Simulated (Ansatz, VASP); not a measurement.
# Two plane-wave programs on ZnO

```
CELL_PARAMETERS angstrom
3.38661 0.00000 0.00000
-1.69330 2.93289 0.00000
0.00000 0.00000 6.91653
ATOMIC_POSITIONS crystal
Zn 0.00000 0.00000 0.75000
Zn 0.00000 0.00000 0.25000
O 0.33333 0.66667 0.25000
O 0.66667 0.33333 0.75000
```

Change from the starting cell: strain +0.030 along x and y, -0.030 along z, atoms carried along.

Alike in both runs: task single point; functional PBEsol; k mesh 9 × 9 × 4; occupations gaussian, width 0.05 eV; no spin polarisation.

|  | VASP | Ansatz |
| --- | --- | --- |
| version | VASP 6.6.1 | Ansatz 0.2.0 |
| potentials or method | VASP PAW PBE potentials, release 64 (Zn, O), cutoff 520 eV | scalar-relativistic, plane waves, PAW |
| valence electrons in the cell | 36 | 36 |

|  | VASP | Ansatz | Ansatz less VASP |
| --- | --- | --- | --- |
| gap on the k mesh at the Fermi level (eV) | 0.65 | 0.65 | +0.004 |
| least direct gap on the mesh (eV) | 0.65 | 0.65 | +0.004 |
| pressure (GPa) | -10.4 | -10.9 | -0.48 |
| traceless stress, the component that is largest in VASP (GPa) | 9.45 | 10.04 | +0.595 |

VASP's potentials were made for PBE, not for PBEsol.
